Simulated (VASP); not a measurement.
Here is a VASP 6.6.1 calculation.

File POSCAR:

```
Pd
1.0
    0.0000000000      1.9721147795      1.9721147795
    1.9721147795      0.0000000000      1.9721147795
    1.9721147795      1.9721147795      0.0000000000
Pd
1
Direct
    0.0000000000      0.0000000000      0.0000000000
```

The input INCAR.step1:

```
  PREC = Accurate
  ENCUT = 520
  EDIFF = 1E-5
  ISMEAR = -1
  SIGMA = 0.05
  LREAL = False
  LASPH = True
  NELM = 60
  ALGO = Normal
  ISIF = 2
  LWAVE = True
  LCHARG = False
  NBANDS = 11
  GGA = PE
```

INCAR.step2

```
  PREC = Accurate
  ENCUT = 520
  EDIFF = 1E-7
  ISMEAR = -1
  SIGMA = 0.05
  LREAL = False
  LASPH = True
  NELM = 60
  ALGO = Normal
  ISIF = 2
  LWAVE = False
  LCHARG = False
  GGA = PE
  LHFCALC = True
  AEXX = 1.0
  ALDAC = 0.0
  AGGAC = 0.0
  PRECFOCK = Normal
  NBANDS = 11
  ISTART = 1
```

KPOINTS

```
regular mesh
0
Gamma
  6 6 6
```

Potentials or basis: VASP PAW PBE potentials, release 64 (Pd).

The run is started by

```console
$ cat potpaw_PBE.64/Pd/POTCAR > POTCAR
$ cp INCAR.step1 INCAR
$ mpirun -np 1 vasp_std > vasp.out
$ cp INCAR.step2 INCAR
$ mpirun -np 1 vasp_std > vasp.out
```

Question: Estimate the band gap on the k mesh.

Answer: Zero (bands 5 and 6 overlap by 7.39 eV).

Question: What does it give for the pressure?

Answer: 5.8 GPa.

Caveat: the k points lie up to 0.46 Å⁻¹ apart, too coarse for converged energies and pressures of a metal; the PAW data sets were made with another functional, which shifts forces and pressure a little.
